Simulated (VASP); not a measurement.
# Zn (R-3m) in VASP: notebook, part 3 of 3

VASP 6.6.1. The steps go on from the part before.

## (4) Single point, LDA

This run uses another cell than the first one, of 13.65 Å³/atom, 1.027 times its volume.

Contents of INCAR:

```
PREC = Accurate ; ENCUT = 520
EDIFF = 1E-6 ; ISMEAR = 0
SIGMA = 0.15 ; LREAL = False
LASPH = True ; NELM = 60
ALGO = Fast ; ISIF = 2
LWAVE = False ; LCHARG = False
GGA = CA ; NBANDS = 12
```

Contents of KPOINTS:

```
regular mesh
0
Gamma
  22 22 22
```

Contents of POSCAR:

```
Zn
1.0
   -1.1049815070      1.5332552785      1.5332552785
    1.5332552785     -1.1049815070      1.5332552785
    1.5332552785      1.5332552785     -1.1049815070
Zn
1
Direct
    0.0000000000      0.0000000000      0.0000000000
```

Potentials or basis: VASP PAW LDA potentials, release 64 (Zn).

Started as:

```bash
$ cat potpaw_LDA.64/Zn/POTCAR > POTCAR
$ mpirun -np 1 vasp_std > vasp.out
```

OUTCAR:

```text
PREC = Accurate
   ENCUT = 520
   EDIFF = 1E-6
   ISMEAR = 0
   LREAL = False
   LASPH = True
   NELM = 60
   ISIF = 2
   GGA = CA

 ion  position               nearest neighbor table
   1  0.000  0.000  0.000-

  LATTYP: Found a trigonal (rhomboedric) cell.
 ALAT       =     2.4336654719
 COS(alpha) =    -0.1751837620

  Lattice vectors:

 A1 = (  -1.1049815070,   1.5332552785,   1.5332552785)
 A2 = (   1.5332552785,  -1.1049815070,   1.5332552785)
 A3 = (   1.5332552785,   1.5332552785,  -1.1049815070)

Analysis of symmetry for initial positions (statically):
=====================================================================
 Subroutine PRICEL returns:
 Original cell was already a primitive cell.

 Routine SETGRP: Setting up the symmetry group for a
 trigonal (rhombohedral) supercell.

 Subroutine GETGRP returns: Found 12 space group operations
 (whereof 12 operations were pure point group operations)
 out of a pool of 12 trial point group operations.

The static configuration has the point symmetry D_3d.

Analysis of symmetry for dynamics (positions and initial velocities):
=====================================================================
 Subroutine PRICEL returns:
 Original cell was already a primitive cell.

 Routine SETGRP: Setting up the symmetry group for a
 trigonal (rhombohedral) supercell.

 Subroutine GETGRP returns: Found 12 space group operations
 (whereof 12 operations were pure point group operations)
 out of a pool of 12 trial point group operations.

The dynamic configuration has the point symmetry D_3d.

 Subroutine INISYM returns: Found 12 space group operations
 (whereof 12 operations are pure point group operations),
 and found     1 'primitive' translations

----------------------------------------------------------------------------------------

                                     Primitive cell

  volume of cell :      13.6528

  direct lattice vectors                    reciprocal lattice vectors
    -1.104981507  1.533255278  1.533255278    -0.082758567  0.296282467  0.296282467
     1.533255278 -1.104981507  1.533255278     0.296282467 -0.082758567  0.296282467
     1.533255278  1.533255278 -1.104981507     0.296282467  0.296282467 -0.082758567

  length of vectors
     2.433665472  2.433665472  2.433665472     0.427101371  0.427101371  0.427101371

  position of ions in fractional coordinates (direct lattice)
     0.000000000  0.000000000  0.000000000

  ion indices of the primitive-cell ions
   primitive index   ion index
                 1           1

----------------------------------------------------------------------------------------

 KPOINTS: regular mesh

Automatic generation of k-mesh.
 Grid dimensions read from file:
 generate k-points for:   22   22   22

 Generating k-lattice:

  Cartesian coordinates                     Fractional coordinates (reciprocal lattice)
    -0.003761753  0.013467385  0.013467385     0.045454545  0.000000000  0.000000000
     0.013467385 -0.003761753  0.013467385     0.000000000  0.045454545  0.000000000
     0.013467385  0.013467385 -0.003761753     0.000000000  0.000000000  0.045454545

  Length of vectors
     0.019413699  0.019413699  0.019413699

  Shift w.r.t. Gamma in fractional coordinates (k-lattice)
     0.000000000  0.000000000  0.000000000

 Subroutine IBZKPT returns following result:
 ===========================================

 Found   1024 irreducible k-points:

 Following reciprocal coordinates:
            Coordinates               Weight
  0.000000  0.000000  0.000000      1.000000
  0.045455  0.000000  0.000000      6.000000
  0.090909  0.000000  0.000000      6.000000
  0.136364  0.000000  0.000000      6.000000
  0.181818  0.000000  0.000000      6.000000
  0.227273  0.000000  0.000000      6.000000
[... 16 lines left out ...]
  0.500000  0.045455  0.000000     12.000000
 -0.454545  0.045455 -0.000000     12.000000
 [... further k-points ...]
   k-points           NKPTS =   1024   k-points in BZ     NKDIM =   1024   number of bands    NBANDS=     12
   number of dos      NEDOS =    301   number of ions     NIONS =      1
   total plane-waves  NPLWV =   5832
   dimension x,y,z NGX =    18 NGY =   18 NGZ =   18
   dimension x,y,z NGXF=    36 NGYF=   36 NGZF=   36
   ions per type =               1
   NGX,Y,Z   is equivalent  to a cutoff of  12.30, 12.30, 12.30 a.u.
   NGXF,Y,Z  is equivalent  to a cutoff of  24.59, 24.59, 24.59 a.u.
 SYSTEM =  unknown system
   PREC   = accura    normal or accurate (medium, high low for compatibility)
   ISTART =      0    job   : 0-new  1-cont  2-samecut
   ICHARG =      2    charge: 1-file 2-atom 10-const
   ISPIN  =      1    spin polarized calculation?
   LNONCOLLINEAR =      F non collinear calculations
   LSORBIT =      F    spin-orbit coupling
   LASPH  =      T    aspherical Exc in radial PAW
   ENCUT  =  520.0 eV  38.22 Ry    6.18 a.u.   4.53  4.53  4.53*2*pi/ulx,y,z
   NELM   =     60;   NELMIN=  2; NELMDL= -5     # of ELM steps
   EDIFF  = 0.1E-05   stopping-criterion for ELM
   LREAL  =      F    real-space projection
   EDIFFG = 0.1E-04   stopping-criterion for IOM
   NSW    =      0    number of steps for IOM
   IBRION =     -1    ionic relax: 0-MD 1-quasi-New 2-CG
   NFREE  =      0    steps in history (QN), initial steepest desc. (CG)
   ISIF   =      2    stress and relaxation
   ISYM   =      2    0-nonsym 1-usesym 2-fastsym
   POTIM  = 0.5000    time-step for ionic-motion
   TEBEG  =    0.0;   TEEND  =   0.0 temperature during run
   PSTRESS=    0.0 pullay stress
   NELECT =      12.0000    total number of electrons
   NUPDOWN=      -1.0000    fix difference up-down
   EMIN   =  10.00;   EMAX   =-10.00  energy-range for DOS
   EFERMI =   0.00;   METHOD = LEGACY
   ISMEAR =     0;   SIGMA  =   0.15  broadening in eV -4-tet -1-fermi 0-gaus
   EFERMI_NEDOS =   21; number of points for ismear=-14 and -15
   IALGO  =     68    algorithm
   IMIX   =      4    mixing-type and parameters
     AMIX     =   0.40;   BMIX     =  1.00
     AMIX_MAG =   1.60;   BMIX_MAG =  1.00
  volume/ion in A,a.u.               =      13.65        92.13
  Fermi-wavevector in a.u.,A,eV,Ry     =   1.568175  2.963421 33.459071  2.459172
  Thomas-Fermi vector in A             =   2.670245
   LORBIT       =      0    0 simple, 1 ext, 2 COOP (PROOUT), +10 PAW based schemes
   GGA     = CA    functional components
   LHFCALC =     F    Hartree Fock is set to
   AEXX    =    0.0000 exact exchange contribution
   IVDW    =     0    specifies the selected vdW correction
   LEPSILON=     F    determine dielectric tensor
   LRPA    =     F    only Hartree local field effects (RPA)
 non-spin polarized calculation
 RMM-DIIS sequential band-by-band and
 Gauss-broadening in eV      SIGMA  =   0.15
  energy-cutoff  :      520.00
  volume of cell :       13.65
 maximum number of plane-waves:       389
   NGX =  9   NGY =  9   NGZ =  9

 number of electron      11.9999981 magnetization

 Free energy of the ion-electron system (eV)
  ---------------------------------------------------
  ext. energy  EPLUGINS =         0.00000000
  ---------------------------------------------------
  free energy    TOTEN  =        -1.60548252 eV

  energy without entropy =       -1.60231715  energy(sigma->0) =       -1.60389983

 E-fermi :   3.4504     XC(G=0): -12.4269

 val. band max:        3.4349854181   @ k =  -0.3636   0.5000   0.2273
 cond. band min:       3.4577941914   @ k =   0.4091   0.3182   0.0455
 fundamental gap:      0.0228087733
 Fermi energy:         3.4503798998

 k-point     1 :       0.0000    0.0000    0.0000
  band No.  band energies     occupation
      1      -7.6021      2.00000
      2      -5.2493      2.00000
      3      -5.2493      2.00000
      4      -3.8040      2.00000
      5      -3.6749      2.00000
      6      -3.6749      2.00000
      7      18.9693      0.00000
      8      19.4490      0.00000
      9      19.4490      0.00000
     10      22.4883      0.00000
     11      22.4883      0.00000
     12      26.2507      0.00000
[... 331 lines left out ...]
 k-point    24 :      -0.4545    0.0455   -0.0000
  band No.  band energies     occupation
      1      -5.3885      2.00000
      2      -5.1882      2.00000
      3      -4.0092      2.00000
      4      -3.9456      2.00000
      5      -3.6701      2.00000
      6      -1.1791      2.00000
      7       2.2633      2.00000
      8      20.0159      0.00000
      9      20.5651      0.00000
     10      23.8848      0.00000
     11      25.8506      0.00000
     12      29.3632      0.00000

 [... further k-points ...]
[... 5 lines left out ...]
  --------------------------------------------------------------------------------------
  -------------------------------------------------------------------------------------
  Total        1.0222110      1.0222110      1.0222110     -0.4023815     -0.4023815     -0.4023815
  in kB      119.9579024    119.9579024    119.9579024    -47.2200307    -47.2200307    -47.2200307
  external PRESSURE =     119.9579024 kB  Pullay stress =       0.0000000 kB

 VOLUME and BASIS-vectors are now :
 -----------------------------------------------------------------------------
  energy-cutoff  :      520.00
  volume of cell :       13.65
      direct lattice vectors                 reciprocal lattice vectors
    -1.104981507  1.533255278  1.533255278    -0.082758567  0.296282467  0.296282467
     1.533255278 -1.104981507  1.533255278     0.296282467 -0.082758567  0.296282467
     1.533255278  1.533255278 -1.104981507     0.296282467  0.296282467 -0.082758567

 POSITION                                       TOTAL-FORCE (eV/Angst)
 -----------------------------------------------------------------------------------
      0.00000      0.00000      0.00000         0.000000     -0.000000      0.000000
 -----------------------------------------------------------------------------------
    total drift:                                0.000000     -0.000000      0.000000

  FREE ENERGIE OF THE ION-ELECTRON SYSTEM (eV)
  ---------------------------------------------------
  free  energy   TOTEN  =        -1.6054825216 eV

  energy  without entropy=       -1.6023171469  energy(sigma->0) =       -1.60389983
```

Wall time 79 s (1 thread of Intel Xeon Platinum 8488C (Sapphire Rapids), shared host); peak memory 0.26 GiB.

What came out:

```
Free energy            : -1.6055 eV
Pressure               : 12.0 GPa
Band gap on the k mesh : zero (band 6 reaches 8.33 eV, above the bottom of band 7 at 1.14 eV)
```

Stress tensor (GPa, compression positive):
```
12.00 -4.72 -4.72
-4.72 12.00 -4.72
-4.72 -4.72 12.00
```

Levels at points of the mesh, in eV from the Fermi level:
```csv
k point,band 4,band 5,band 6,band 7,band 8,band 9
"(0.00, 0.00, 0.00)",-7.25,-7.13,-7.13,15.52,16.00,16.00
"(0.50, 0.00, 0.00)",-7.38,-7.11,-3.81,-2.31,16.82,17.07
"(0.50, 0.50, 0.00)",-7.35,-6.70,-0.82,2.71,4.70,9.60
"(0.50, 0.50, 0.50)",-6.70,-6.70,4.88,4.88,7.37,10.52
```

## (5) Single point, LDA

This run uses another cell than the first one, of 13.65 Å³/atom, 1.027 times its volume.

Contents of INCAR:

```
SYSTEM = Zn
PREC = Accurate
ENCUT = 520
EDIFF = 1E-6
ISMEAR = 0
SIGMA = 0.15
LREAL = .FALSE.
LASPH = .TRUE.
NELM = 100
ALGO = Fast
ISIF = 2
LWAVE = .FALSE.
LCHARG = .FALSE.
NBANDS = 12
```

Contents of KPOINTS:

```
regular mesh
0
G
  22 22 22
  0 0 0
```

Contents of POSCAR:

```
Zn
1.0
   -0.6891537333      1.6222792142      1.6222792142
    1.6222792142     -0.6891537333      1.6222792142
    1.6222792142      1.6222792142     -0.6891537333
Zn
1
Direct
    0.0000000000      0.0000000000      0.0000000000
```

Started as:

```bash
$ cat potpaw_LDA.64/Zn/POTCAR > POTCAR
$ mpirun -np 1 vasp_std > vasp.out
```

It took 88 s on 1 thread of Intel Xeon Platinum 8488C (Sapphire Rapids), shared host; peak memory 0.25 GiB.

It converged, with:

- Free energy: -1.4833 eV
- Pressure: 17.4 GPa
- Band gap on the k mesh: zero (band 6 reaches 8.34 eV, above the bottom of band 7 at 0.86 eV)

Stress tensor (GPa, compression positive):
```
17.43  2.24  2.24
 2.24 17.43  2.24
 2.24  2.24 17.43
```

Levels at points of the mesh, in eV from the Fermi level:
```csv
k point,band 4,band 5,band 6,band 7,band 8,band 9
"(0.00, 0.00, 0.00)",-7.15,-7.15,-7.12,14.75,14.75,14.90
"(0.50, 0.00, 0.00)",-7.63,-7.09,-4.02,-2.62,19.73,19.76
"(0.50, 0.50, 0.00)",-7.55,-6.71,0.54,2.16,4.13,7.28
"(0.50, 0.50, 0.50)",-6.68,-6.68,4.76,7.61,7.61,10.19
```

## (6) Single point, LDA

This run uses another cell than the first one, of 13.65 Å³/atom, 1.027 times its volume.

Contents of INCAR:

```
SYSTEM = Zn
ALGO = Fast
EDIFF = 1E-6
ENCUT = 520
ISIF = 2
ISMEAR = 0
LASPH = .TRUE.
LCHARG = .FALSE.
LREAL = .FALSE.
LWAVE = .FALSE.
NBANDS = 12
NELM = 80
PREC = Accurate
SIGMA = 0.15
```

Contents of KPOINTS:

```
k-points
0
G
  22 22 22
  0 0 0
```

Contents of POSCAR:

```
Zn
1.0
   -1.3062389577      1.5123734807      1.5123734807
    1.5123734807     -1.3062389577      1.5123734807
    1.5123734807      1.5123734807     -1.3062389577
Zn
1
Direct
    0.0000000000      0.0000000000      0.0000000000
```

Potentials or basis: VASP PAW LDA potentials, release 64 (Zn).

Started as:

```bash
$ cat potpaw_LDA.64/Zn/POTCAR > POTCAR
$ mpirun -np 1 vasp_std > vasp.out
```

It took 83 s on 1 thread of Intel Xeon Platinum 8488C (Sapphire Rapids), shared host; peak memory 0.26 GiB.

Results (log left out):

```
Free energy            : -1.7461 eV
Pressure               : 4.5 GPa
Band gap on the k mesh : zero (band 6 reaches 7.92 eV, above the bottom of band 7 at 1.81 eV)
```

Stress tensor (GPa, compression positive):
```
 4.53 -2.96 -2.96
-2.96  4.53 -2.96
-2.96 -2.96  4.53
```

Levels at points of the mesh, in eV from the Fermi level:
```csv
k point,band 2,band 3,band 4,band 5,band 6,band 7,band 8,band 9,band 10,band 11
"(0.00, 0.00, 0.00)",-8.47,-8.47,-7.68,-7.40,-7.40,17.36,18.06,18.06,20.85,20.85
"(0.50, 0.00, 0.00)",-8.66,-7.42,-7.41,-7.23,-3.64,-1.85,14.15,14.90,17.84,20.02
"(0.50, 0.50, 0.00)",-8.53,-7.57,-7.51,-6.95,-2.13,0.88,8.00,12.78,16.70,20.96
"(0.50, 0.50, 0.50)",-8.84,-7.60,-6.99,-6.99,4.25,4.25,5.77,9.39,9.57,9.57
```

## (7) Summary

```tsv
cell	further INCAR settings	gap on the mesh (eV)	pressure (GPa)
a = 2.710 Å, angles 112.6°, 1 atom	ALGO = Fast; EDIFF = 1e-06; NBANDS = 12	none	11.6
a = 2.885 Å, angles 114.8°, 1 atom	ALGO = Fast; EDIFF = 1e-07; NBANDS = 12	none	38.7
a = 2.434 Å, angles 100.1°, 1 atom	ALGO = Fast; EDIFF = 1e-06; NBANDS = 12	none	12.0
a = 2.396 Å, angles 86.0°, 1 atom	ALGO = Fast; EDIFF = 1e-06; NBANDS = 12	none	17.4
a = 2.506 Å, angles 105.4°, 1 atom	ALGO = Fast; EDIFF = 1e-06; NBANDS = 12	none	4.5
```

Alike in all rows: task single point; level LDA; potentials or basis VASP PAW LDA potentials, release 64 (Zn); no spin polarisation; k mesh 22 × 22 × 22; cutoff (eV) 520; smearing gaussian 0.15 eV.

Total energies depend on the potentials used, so only differences within one code and one set of settings carry meaning.
